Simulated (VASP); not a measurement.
KCl, 2 atoms in the cell. The typed cell holds 2 atoms: a = 4.450 Å, b = 4.450 Å, c = 4.450 Å, α = 60.00°, β = 60.00°, γ = 60.00°. 

| Item | Value |
| --- | --- |
| Program | VASP 6.6.1 |
| Task | single point |
| Functional | PBE |
| Potentials or basis | VASP PAW PBE potentials, release 64 (K_sv, Cl) |
| Cutoff | 520 eV |
| k mesh | 4 × 4 × 4 |
| Occupations | fermi-dirac, width 0.025 eV |
| Spin | no spin polarisation |
| Dipole correction | no |
| Further INCAR settings | ALGO = Normal; EDIFF = 1e-07; NBANDS = 15 |

Potentials or basis: VASP PAW PBE potentials, release 64 (K_sv, Cl).

Launch:

```console
$ cat potpaw_PBE.64/K_sv/POTCAR potpaw_PBE.64/Cl/POTCAR > POTCAR
$ mpirun -np 1 vasp_std > vasp.out
```

Hardware: 1 thread of Intel Xeon 8259CL (shared host).

**Question.** Estimate the wall time of this run.

**Answer.** Wall time 73 s on 1 thread of Intel Xeon 8259CL, with other jobs on the host, peak memory 0.22 GiB. Counts: scf iterations 15, k points 36.
